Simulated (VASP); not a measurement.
The system is CdS.

```xyz
4
Lattice="4.1500 0.0000 0.0000 -2.0750 3.5940 0.0000 0.0000 0.0000 6.7370" Properties=species:S:1:pos:R:3 pbc="T T T"
Cd    2.0750    1.1980    3.3685
Cd    0.0000    2.3960    0.0000
S     2.0750    1.1980    5.8949
S     0.0000    2.3960    2.5264
```

Base run:

| Property | Result |
| --- | --- |
| Program | VASP 6.6.1 |
| Functional | RPBE |
| Potentials or basis | VASP PAW PBE potentials, release 64 (Cd, S) |
| Cutoff | 520 eV |
| k mesh | 7 × 7 × 4 |
| Occupations | gaussian, width 0.02 eV |
| Spin | no spin polarisation |

Its results: band gap on the k mesh 1.38 eV; pressure 4.6 GPa; largest force 0.071 eV/Å.

The run is repeated on the same cell with these changes: occupations from gaussian, width 0.02 eV to gaussian, width 0.01 eV; dispersion from none to D3(BJ). What comes out?

Band gap on the k mesh 1.38 eV; pressure -4.0 GPa; largest force 0.090 eV/Å.

Caveats: the PAW data sets were made with another functional, which shifts forces and pressure a little; the cell stands under pressure (at least some runs); the cell stands under tension (at least some runs); the dispersion term is far too large for a dense solid, which distorts pressure and volume (at least some runs).

